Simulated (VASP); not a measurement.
## HfN (rocksalt type): single point with LDA

Crystal: HfN (rocksalt type).

```
CELL_PARAMETERS angstrom
0.00000 1.92530 1.92530
1.92530 0.00000 1.92530
1.92530 1.92530 0.00000
ATOMIC_POSITIONS crystal
Hf 0.00000 0.00000 0.00000
N 0.50000 0.50000 0.50000
```

This cell differs from its parent crystal: volume scaled by 0.64, partial waves polarizable.

- Program: VASP 6.6.1
- Task: single point
- Functional: LDA
- Potentials or basis: VASP PAW LDA potentials, release 64 (Hf_pv, N)
- Cutoff: 520 eV
- k mesh: 15 × 15 × 15
- Occupations: fermi-dirac, width 0.1 eV
- Spin: no spin polarisation
- Dipole correction: no
- Further INCAR settings: ALGO = Normal; EDIFF = 1e-07; NBANDS = 14

The pressure is 349.5 GPa.

Levels at points of the mesh, in eV from the Fermi level:
```csv
k point,band 5,band 6,band 7,band 8,band 9,band 10,band 11,band 12
"(0.00, 0.00, 0.00)",-3.16,-3.16,-3.16,-0.89,-0.89,-0.89,3.26,3.26
```

Run time: 14 s on 1 thread of Intel(R) Xeon(R) 6975P-C (Granite Rapids) (shared host), peak memory 0.13 GiB.

Caveat: spin-orbit coupling is left out, which moves the levels of the heavy elements.
